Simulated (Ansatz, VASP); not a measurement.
**BiBrO in VASP and in Ansatz**

File INCAR:

```
PREC = Accurate ; ENCUT = 520
EDIFF = 1E-7 ; ISMEAR = 0
SIGMA = 0.05 ; LREAL = F
LASPH = T ; NELM = 80
ALGO = Normal ; ISIF = 2
LWAVE = F ; LCHARG = T
LELF = T ; LVHAR = T
NBANDS = 37
```

KPOINTS

```
Automatic mesh
0
Gamma
  8 8 4
```

The input POSCAR:

```
BiBrO
1.0
    3.7532000000      0.0000000000      0.0000000000
    0.0000000000      3.7532000000      0.0000000000
    0.0000000000      0.0000000000      8.0182000000
Bi Br O
2 2 2
Direct
    0.0000000000      0.5000000000      0.1575579020
    0.5000000000      0.0000000000      0.8424420980
    0.0000000000      0.5000000000      0.6517216503
    0.5000000000      0.0000000000      0.3482783497
    0.0000000000      0.0000000000      0.0000000000
    0.5000000000      0.5000000000      0.0000000000
```

Input for Ansatz:

```yaml
crystal:
  lattice:
    - [3.7532, 0.0, 0.0]
    - [0.0, 3.7532, 0.0]
    - [0.0, 0.0, 8.0182]
  atoms:
    - { symbol: Bi, position: [0.0, 0.5, 0.157557902] }
    - { symbol: Bi, position: [0.5, 0.0, 0.842442098] }
    - { symbol: Br, position: [0.0, 0.5, 0.6517216503] }
    - { symbol: Br, position: [0.5, 0.0, 0.3482783497] }
    - { symbol: O, position: [0.0, 0.0, 0.0] }
    - { symbol: O, position: [0.5, 0.5, 0.0] }
basis:
  ecutwfc: 520.0
kpoints:
  mp_grid: { grid: [8, 8, 4] }
hamiltonian:
  xc: lda
  pseudopotentials: { kind: paw }
scf:
  occupations: { method: gaussian, width: 0.05 }
output:
  forces: true
  stress: true
  eigenvalues: true
  write_density: true
  write_potential: true
  elf: true
  volumetric_format: npy
```

Alike in both runs: task single point; functional LDA; k mesh 8 × 8 × 4; occupations gaussian, width 0.05 eV; no spin polarisation.

|  | VASP | Ansatz |
| --- | --- | --- |
| version | VASP 6.6.1 | Ansatz 0.2.0 |
| potentials or method | VASP PAW LDA potentials, release 64 (Bi_d, Br, O), cutoff 520 eV | scalar-relativistic, plane waves, PAW |
| valence electrons in the cell | 56 | 56 |

VASP gave:

| Item | Value |
| --- | --- |
| gap on the k mesh at the Fermi level (eV) | 2.19 |
| least direct gap on the mesh (eV) | 2.55 |
| pressure (GPa) | 7.0 |
| traceless stress, the component that is largest in VASP (GPa) | -3.10 |
| rms of the force components (eV/Å) | 0.155 |

Question: Estimate Ansatz's values.

Answer: gap on the k mesh at the Fermi level (eV): 2.21; least direct gap on the mesh (eV): 2.56; pressure (GPa): 6.6; traceless stress, the component that is largest in VASP (GPa): -3.06; rms of the force components (eV/Å): 0.125.

LDA's correlation is that of Perdew and Zunger in VASP and of Perdew and Wang (1992) in Ansatz. Atom by atom the forces differ by 0.032 eV/Å (rms over components).

Neither program's run includes spin-orbit coupling.
